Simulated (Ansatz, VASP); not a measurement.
# One calculation of C, two programs

```xyz
2
Lattice="1.2325 0.7116 3.3614 -1.2325 0.7116 3.3614 0.0000 -1.4232 3.3614" Properties=species:S:1:pos:R:3 pbc="T T T"
C     0.0000    0.0150    1.7750
C     0.0000   -0.0150    8.3092
```

Change from the starting cell: mode 4 frozen in at +0.095 Å and mode 6 at +0.015 Å (largest displacements).

Alike in both runs: task single point; functional PBE; dispersion D3(BJ); k mesh 15 × 15 × 15; occupations gaussian, width 0.05 eV; no spin polarisation.

|  | VASP | Ansatz |
| --- | --- | --- |
| version | VASP 6.6.1 | Ansatz 0.2.0 |
| potentials or method | VASP PAW PBE potentials, release 64 (C), cutoff 520 eV | scalar-relativistic, plane waves, PAW |
| valence electrons in the cell | 8 | 8 |

VASP gave:

* gap on the k mesh at the Fermi level (eV): 0.13
* least direct gap on the mesh (eV): 0.13
* pressure (GPa): -1.1
* traceless stress, the component that is largest in VASP (GPa): 4.41
* rms of the force components (eV/Å): 1.995

**Question.** Estimate Ansatz's values.

**Answer.** gap on the k mesh at the Fermi level (eV): 0.13; least direct gap on the mesh (eV): 0.13; pressure (GPa): -1.6; traceless stress, the component that is largest in VASP (GPa): 4.10; rms of the force components (eV/Å): 2.001.

Atom by atom the forces differ by 0.007 eV/Å (rms over components).
